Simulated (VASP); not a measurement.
Write the native input for VASP 6.6.1 that does the following.

| Item | Value |
| --- | --- |
| Task | electric field gradients |
| Functional | PBEsol |
| Potentials or basis | VASP PAW PBE potentials, release 64 (Cu, Pd) |
| Cutoff | 520 eV |
| k mesh | 11 × 11 × 11 |
| Occupations | fermi-dirac, width 0.05 eV |
| Spin | no spin polarisation |
| Dipole correction | no |
| Further INCAR settings | ALGO = Normal; EDIFF = 1e-08; NBANDS = 30 |

The structure of Cu3Pd lies in POSCAR:

```
Cu3Pd
1.0
    3.7709400000      0.0000000000      0.0000000000
    0.0000000000      3.7709400000      0.0000000000
    0.0000000000      0.0000000000      3.6590000000
Cu Pd
3 1
Direct
    0.0000000000      0.5000000000      0.5000000000
    0.5000000000      0.0000000000      0.5000000000
    0.5000000000      0.5000000000      0.0000000000
    0.0000000000      0.0000000000      0.0000000000
```

This cell differs from its parent crystal: equal xx and yy strain of +2 %.

These files were run (other wordings do the same):

INCAR

```
ALGO = Normal
EDIFF = 1E-8
ENCUT = 520
GGA = PS
ISIF = 2
ISMEAR = -1
LASPH = T
LCHARG = F
LEFG = T
LREAL = F
LWAVE = F
NBANDS = 30
NELM = 100
PREC = Accurate
SIGMA = 0.05
```

KPOINTS

```
k-points
0
Gamma
  11 11 11
```

Potentials or basis: VASP PAW PBE potentials, release 64 (Cu, Pd).

Launch:

```console
$ cat potpaw_PBE.64/Cu/POTCAR potpaw_PBE.64/Pd/POTCAR > POTCAR
$ mpirun -np 1 vasp_std > vasp.out
```

It gave:

```
Pressure : -9.1 GPa
```

Caveat: the cell differs from its parent crystal (equal xx and yy strain of +2 %); without QUAD_EFG the Cq values of the log hold for a quadrupole moment of 1 mb, not for the nuclei; the PAW data sets were made with another functional, which shifts forces and pressure a little.

It used 430 s of CPU time on 1 thread of AMD EPYC 7R13 Processor (Zen 3), with other jobs on the host.
